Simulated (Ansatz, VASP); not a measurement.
**Ti3H2 in VASP and in Ansatz**

```
CELL_PARAMETERS angstrom
3.83087 0.00000 0.00000
0.00000 3.83087 0.00000
0.00000 0.00000 4.11392
ATOMIC_POSITIONS crystal
Ti 0.50000 0.50000 0.50000
Ti 0.50000 0.00000 0.00000
Ti 0.00000 0.50000 0.00000
H 0.00000 0.00000 0.00000
H 0.00000 0.00000 0.50000
```

Alike in both runs: functional PBE; k mesh 5 × 5 × 3; occupations gaussian, width 0.2 eV; no spin polarisation.

Ansatz relaxed the structure, and its values are those at the end. VASP's run is a single point on that final structure, the one shown.

|  | VASP | Ansatz |
| --- | --- | --- |
| version | VASP 6.6.1 | Ansatz 0.2.0 |
| potentials or method | VASP PAW PBE potentials, release 64 (Ti_sv, H), cutoff 500 eV | scalar-relativistic, plane waves, PAW |
| valence electrons in the cell | 38 | 38 |

|  | VASP | Ansatz | Ansatz less VASP |
| --- | --- | --- | --- |
| gap on the k mesh at the Fermi level (eV) | none | none | - |
| pressure (GPa) | 0.0 | 0.2 | +0.26 |

A gap of «none» marks a metal or a gap that the smearing closes. The functional is the same, so the differences come from potentials, cutoffs and numerics.

The k mesh is coarse, so the values compare programs but aren't converged.
